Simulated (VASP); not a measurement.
A run of VASP 6.6.1 is set up as follows.

File INCAR:

```
PREC = Accurate
ENCUT = 520
EDIFF = 1E-7
ISMEAR = 0
SIGMA = 0.05
LREAL = F
LASPH = T
NELM = 80
ALGO = Normal
ISIF = 2
LWAVE = F
LCHARG = F
GGA = PE
NBANDS = 12
```

The input KPOINTS:

```
Automatic mesh
0
Gamma
  16 16 16
```

Contents of POSCAR:

```
Zn
1.0
    2.3833731006      0.0000000000      0.0000000000
    0.0000000000      2.3833731006      0.0000000000
    0.0000000000      0.0000000000      2.3833731006
Zn
1
Direct
    0.0000000000      0.0000000000      0.0000000000
```

Potentials or basis: VASP PAW PBE potentials, release 64 (Zn).

The run is started by

```console
$ cat potpaw_PBE.64/Zn/POTCAR > POTCAR
$ mpirun -np 1 vasp_std > vasp.out
```

(1) What does it give for the band gap on the k mesh?

(2) Estimate the pressure.

## Answers

(1) zero (bands 6 and 7 overlap by 9.42 eV).

(2) 30.7 GPa.

Caveat: the cell stands under pressure.
